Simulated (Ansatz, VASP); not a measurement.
**One calculation of Si, two programs**

```
CELL_PARAMETERS angstrom
3.83132 0.00000 0.00000
-1.91566 3.44244 0.00000
0.00000 0.00000 6.33262
ATOMIC_POSITIONS crystal
Si 0.33333 0.66667 0.06301
Si 0.66667 0.33333 0.56301
Si 0.33333 0.66667 0.43699
Si 0.66667 0.33333 0.93699
```

Change from the starting cell: strain +0.0375 x Voigt [0, 1, 0, 0, 0, 0], atoms carried along.

Alike in both runs: task single point; functional r2SCAN; k mesh 12 × 12 × 6; occupations gaussian, width 0.05 eV; no spin polarisation.

|  | VASP | Ansatz |
| --- | --- | --- |
| version | VASP 6.6.1 | Ansatz 0.2.0 |
| potentials or method | VASP PAW PBE potentials, release 64 (Si), cutoff 520 eV | scalar-relativistic, plane waves, PAW |
| valence electrons in the cell | 16 | 16 |

|  | VASP | Ansatz | Ansatz less VASP |
| --- | --- | --- | --- |
| gap on the k mesh at the Fermi level (eV) | 0.41 | 0.39 | -0.012 |
| least direct gap on the mesh (eV) | 0.88 | 0.87 | -0.011 |
| pressure (GPa) | -3.2 | -3.0 | +0.22 |
| traceless stress, the component that is largest in VASP (GPa) | -4.43 | -4.42 | +0.012 |
| rms of the force components (eV/Å) | 0.161 | 0.162 | +0.0016 |

VASP's potentials were made for PBE, not for r2SCAN. Atom by atom the forces differ by 0.002 eV/Å (rms over components). With one functional, cell and mesh, what is left measures potentials, basis and numerics.
